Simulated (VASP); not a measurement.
Wanted: the native input for a VASP 6.6.1 run.

```
Task                   : single point
Functional             : PBE
Potentials or basis    : VASP PAW PBE potentials, release 64 (Al, N)
Cutoff                 : 520 eV
k mesh                 : 8 × 8 × 2
Occupations            : gaussian, width 0.05 eV
Spin                   : no spin polarisation
Dipole correction      : no
Further INCAR settings : ALGO = Normal; EDIFF = 1e-06; NBANDS = 36; ISYM = 0
```

The structure of AlN lies in POSCAR:

```
AlN
1.0
    2.2015871003     -2.2015871003      0.0000000000
    2.2015871003      0.0000000000     -2.2015871003
   11.3748666849      8.0724860344      6.9716924843
Al N
6 6
Direct
    0.8680666667     -0.3298333333      0.3958000000
    0.2569555556      0.1423888889      0.2291333333
    0.4791777778      0.1979444444      0.5624666667
    0.7014000000      0.2535000000      0.8958000000
    0.0902888889     -0.2742777778      0.7291333333
    0.6458444444      0.6146111111      0.0624666667
    0.5208444444      0.3021111111      0.4374666667
    0.9097333333     -0.2256666667      0.2708000000
    0.1319555556     -0.1701111111      0.6041333333
    0.3541777778     -0.1145555556      0.9374666667
   -0.2569333333     -0.6423333333      0.7708000000
    0.2986222222      0.2465555556      0.1041333333
```

The input as run:

INCAR

```
SYSTEM = AlN
PREC = Accurate
ENCUT = 520
EDIFF = 1E-6
ISMEAR = 0
SIGMA = 0.05
LREAL = .FALSE.
LASPH = .TRUE.
NELM = 100
ALGO = Normal
ISIF = 2
LWAVE = .FALSE.
LCHARG = .TRUE.
GGA = PE
LELF = .TRUE.
LVHAR = .TRUE.
ISYM = 0
NBANDS = 36
```

KPOINTS

```
regular mesh
0
G
  8 8 2
  0 0 0
```

Potentials or basis: VASP PAW PBE potentials, release 64 (Al, N).

Run with:

```sh
$ cat potpaw_PBE.64/Al/POTCAR potpaw_PBE.64/N/POTCAR > POTCAR
$ mpirun -np 1 vasp_std > vasp.out
```

Results of the run:

```json
{
  "Pressure": "-1.4 GPa",
  "Largest force": "1.217 eV/Å",
  "Band gap on the k mesh": "3.07 eV, indirect (least direct gap 3.44 eV)"
}
```

Caveat: forces of over 1 eV/Å act on the atoms, so gaps and moduli don't describe the material at rest.

Wall time 120 s on 1 thread of Intel(R) Xeon(R) 6975P-C (Granite Rapids), on a shared host, peak memory 0.38 GiB.
